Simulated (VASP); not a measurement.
# Zr3Cd2 (Pmmm) in VASP: single point with PBE

Aim: the single point of Zr3Cd2 with PBE.

Program: VASP 6.6.1. These are calculated values, not measurements. Logs are shortened: lines on timing, memory, paths and dates and some standing lists are left out, and cuts for length are marked.

**1. The cell of the first run**

The structure is orthorhombic, space group Pmmm (No. 47). Conventional cell: a = 5.300 Å, b = 6.520 Å, c = 7.860 Å, α = 90.00°, β = 90.00°, γ = 90.00°. Zr (site symmetry mmm) has 2 Cd at 2.65 Å within 3.5 Å. Zr (site symmetry mmm) has 2 Zr at 2.65 Å within 3.5 Å. Zr (site symmetry mmm) has 2 Zr at 2.65 Å within 3.5 Å. Within 4.3 Å of Cd (site symmetry mmm) lie 2 Cd at 3.26 Å and 4 Zr at 4.20 Å. Cd (site symmetry mmm) has 2 Zr at 2.65 Å and 2 Cd at 3.26 Å within 3.5 Å.

**2. Single point, PBE**

The input, INCAR:

```
PREC     = Accurate       # precision mode
ENCUT    = 520            # plane-wave cutoff, eV
EDIFF    = 1E-6           # SCF threshold, eV
ISMEAR   = -1             # smearing method
SIGMA    = 0.05           # smearing width, eV
LREAL    = False          # projectors in reciprocal space
LASPH    = True           # aspherical terms in the spheres
NELM     = 100            # most SCF steps
ALGO     = Normal         # electronic algorithm
ISIF     = 2              # what is computed and relaxed
LWAVE    = False          # write WAVECAR
LCHARG   = False          # write CHGCAR
GGA      = PE             # functional
NBANDS   = 38             # bands
```

The input, KPOINTS:

```
regular mesh
0
Gamma
  6 5 4
```

The input, POSCAR:

```
Zr3Cd2
1.0
    5.3000000000      0.0000000000      0.0000000000
    0.0000000000      6.5200000000      0.0000000000
    0.0000000000      0.0000000000      7.8600000000
Zr Cd
3 2
Direct
    0.0000000000      0.0000000000      0.5000000000
    0.5000000000      0.0000000000      0.0000000000
    0.0000000000      0.0000000000      0.0000000000
    0.5000000000      0.5000000000      0.5000000000
    0.5000000000      0.0000000000      0.5000000000
```

Potentials or basis: VASP PAW PBE potentials, release 64 (Zr_sv, Cd).

Run with:

```console
$ cat potpaw_PBE.64/Zr_sv/POTCAR potpaw_PBE.64/Cd/POTCAR > POTCAR
$ mpirun -np 1 vasp_std > vasp.out
```

OUTCAR:

```text
PREC = Accurate
   ENCUT = 520
   EDIFF = 1E-6
   ISMEAR = -1
   LREAL = False
   LASPH = True
   NELM = 100
   ISIF = 2
   GGA = PE

 ion  position               nearest neighbor table
   1  0.000  0.000  0.500-   5 2.65   5 2.65
   2  0.500  0.000  0.000-   3 2.65   3 2.65
   3  0.000  0.000  0.000-   2 2.65   2 2.65
   4  0.500  0.500  0.500-   5 3.26   5 3.26
   5  0.500  0.000  0.500-   1 2.65   1 2.65   4 3.26   4 3.26

  LATTYP: Found a simple orthorhombic cell.
 ALAT       =     5.3000000000
 B/A-ratio  =     1.2301886792
 C/A-ratio  =     1.4830188679

  Lattice vectors:

 A1 = (   5.3000000000,   0.0000000000,   0.0000000000)
 A2 = (   0.0000000000,   6.5200000000,   0.0000000000)
 A3 = (   0.0000000000,   0.0000000000,   7.8600000000)

Analysis of symmetry for initial positions (statically):
=====================================================================
 Subroutine PRICEL returns:
 Original cell was already a primitive cell.

 Routine SETGRP: Setting up the symmetry group for a
 simple orthorhombic supercell.

 Subroutine GETGRP returns: Found  8 space group operations
 (whereof  8 operations were pure point group operations)
 out of a pool of  8 trial point group operations.

The static configuration has the point symmetry D_2h.

Analysis of symmetry for dynamics (positions and initial velocities):
=====================================================================
 Subroutine PRICEL returns:
 Original cell was already a primitive cell.

 Routine SETGRP: Setting up the symmetry group for a
 simple orthorhombic supercell.

 Subroutine GETGRP returns: Found  8 space group operations
 (whereof  8 operations were pure point group operations)
 out of a pool of  8 trial point group operations.

The dynamic configuration has the point symmetry D_2h.

 Subroutine INISYM returns: Found  8 space group operations
 (whereof  8 operations are pure point group operations),
 and found     1 'primitive' translations

----------------------------------------------------------------------------------------

                                     Primitive cell

[... 91 lines left out ...]
   LNONCOLLINEAR =      F non collinear calculations
   LSORBIT =      F    spin-orbit coupling
   LASPH  =      T    aspherical Exc in radial PAW
   ENCUT  =  520.0 eV  38.22 Ry    6.18 a.u.   9.85 12.12 14.61*2*pi/ulx,y,z
   NELM   =    100;   NELMIN=  2; NELMDL= -5     # of ELM steps
   EDIFF  = 0.1E-05   stopping-criterion for ELM
   LREAL  =      F    real-space projection
   EDIFFG = 0.1E-04   stopping-criterion for IOM
   NSW    =      0    number of steps for IOM
   IBRION =     -1    ionic relax: 0-MD 1-quasi-New 2-CG
   NFREE  =      0    steps in history (QN), initial steepest desc. (CG)
   ISIF   =      2    stress and relaxation
   ISYM   =      2    0-nonsym 1-usesym 2-fastsym
   POTIM  = 0.5000    time-step for ionic-motion
   TEBEG  =    0.0;   TEEND  =   0.0 temperature during run
   PSTRESS=    0.0 pullay stress
   NELECT =      60.0000    total number of electrons
   NUPDOWN=      -1.0000    fix difference up-down
   EMIN   =  10.00;   EMAX   =-10.00  energy-range for DOS
   EFERMI =   0.00;   METHOD = LEGACY
   ISMEAR =    -1;   SIGMA  =   0.05  broadening in eV -4-tet -1-fermi 0-gaus
   EFERMI_NEDOS =   21; number of points for ismear=-14 and -15
   IALGO  =     38    algorithm
   IMIX   =      4    mixing-type and parameters
     AMIX     =   0.40;   BMIX     =  1.00
     AMIX_MAG =   1.60;   BMIX_MAG =  1.00
  volume/ion in A,a.u.               =      54.32       366.58
  Fermi-wavevector in a.u.,A,eV,Ry     =   0.989638  1.870146 13.325333  0.979384
  Thomas-Fermi vector in A             =   2.121252
   LORBIT       =      0    0 simple, 1 ext, 2 COOP (PROOUT), +10 PAW based schemes
   GGA     = PE    functional components
   LHFCALC =     F    Hartree Fock is set to
   AEXX    =    0.0000 exact exchange contribution
   IVDW    =     0    specifies the selected vdW correction
   LEPSILON=     F    determine dielectric tensor
   LRPA    =     F    only Hartree local field effects (RPA)
 non-spin polarized calculation
  energy-cutoff  :      520.00
  volume of cell :      271.61
 maximum number of plane-waves:      7348
 NGX is ok and might be reduce to    40
   NGX = 19   NGY = 25   NGZ = 29

 number of electron      60.0000001 magnetization

 Free energy of the ion-electron system (eV)
  ---------------------------------------------------
  ext. energy  EPLUGINS =         0.00000000
  ---------------------------------------------------
  free energy    TOTEN  =       -16.63144825 eV

  energy without entropy =      -16.51677965  energy(sigma->0) =      -16.57411395

 E-fermi :   0.7819     XC(G=0):  -6.9229

 val. band max:        0.7783477738   @ k =   0.5000   0.2000   0.5000
 cond. band min:       0.7875660824   @ k =   0.3333   0.4000   0.0000
 fundamental gap:      0.0092183085
 Fermi energy:         0.7818902257

 k-point     1 :       0.0000    0.0000    0.0000
  band No.  band energies     occupation
      1     -49.2730      2.00000
      2     -48.6265      2.00000
      3     -48.2767      2.00000
      4     -27.5116      2.00000
      5     -27.3802      2.00000
      6     -27.1564      2.00000
[... 973 lines left out ...]
     37       1.7418      0.00000
     38       1.7673      0.00000

 [... further k-points ...]

------------------------ aborting loop because EDIFF is reached ----------------------------------------

  FORCE on cell =-STRESS in cart. coord.  units (eV):
  Direction    XX          YY          ZZ          XY          YZ          ZX
  --------------------------------------------------------------------------------------
  -------------------------------------------------------------------------------------
  Total        4.0352068     -5.2687032    -12.6924520     -0.0000000      0.0000000      0.0000000
  in kB       23.8029270    -31.0790908    -74.8703908     -0.0000000      0.0000000      0.0000000
  external PRESSURE =     -27.3821849 kB  Pullay stress =       0.0000000 kB

 VOLUME and BASIS-vectors are now :
 -----------------------------------------------------------------------------
  energy-cutoff  :      520.00
  volume of cell :      271.61
      direct lattice vectors                 reciprocal lattice vectors
     5.300000000  0.000000000  0.000000000     0.188679245  0.000000000  0.000000000
     0.000000000  6.520000000  0.000000000     0.000000000  0.153374233  0.000000000
     0.000000000  0.000000000  7.860000000     0.000000000  0.000000000  0.127226463

 POSITION                                       TOTAL-FORCE (eV/Angst)
 -----------------------------------------------------------------------------------
      0.00000      0.00000      3.93000         0.000000      0.000000      0.000000
      2.65000      0.00000      0.00000         0.000000      0.000000      0.000000
      0.00000      0.00000      0.00000         0.000000      0.000000      0.000000
      2.65000      3.26000      3.93000         0.000000      0.000000      0.000000
      2.65000      0.00000      3.93000         0.000000      0.000000      0.000000
 -----------------------------------------------------------------------------------
    total drift:                               -0.000000      0.000000     -0.000000

  FREE ENERGIE OF THE ION-ELECTRON SYSTEM (eV)
  ---------------------------------------------------
  free  energy   TOTEN  =       -16.6314482462 eV

  energy  without entropy=      -16.5167796538  energy(sigma->0) =      -16.57411395
```

stdout:

```text
POSCAR found type information on POSCAR ZrCd
 POSCAR found :  2 types and       5 ions
 scaLAPACK will be used
 LDA part: xc-table for (Slater+PW92), standard interpolation
 POSCAR, INCAR and KPOINTS ok, starting setup
 FFT: planning ... GRIDC
 FFT: planning ... GRID_SOFT
 FFT: planning ... GRID
 WAVECAR not read
 entering main loop
```

Wall time 9 min (1 thread of Intel Xeon Platinum 8375C at 2.90GHz (Ice Lake), shared host); peak memory 0.52 GiB.

Results:

```yaml
Free_energy: -16.6314 eV
Pressure: -2.7 GPa
Band_gap_on_the_k_mesh: zero (bands 30 and 31 overlap by 0.33 eV)
```

Caveat: the stress differs along the axes, from -7 to 2 GPa.
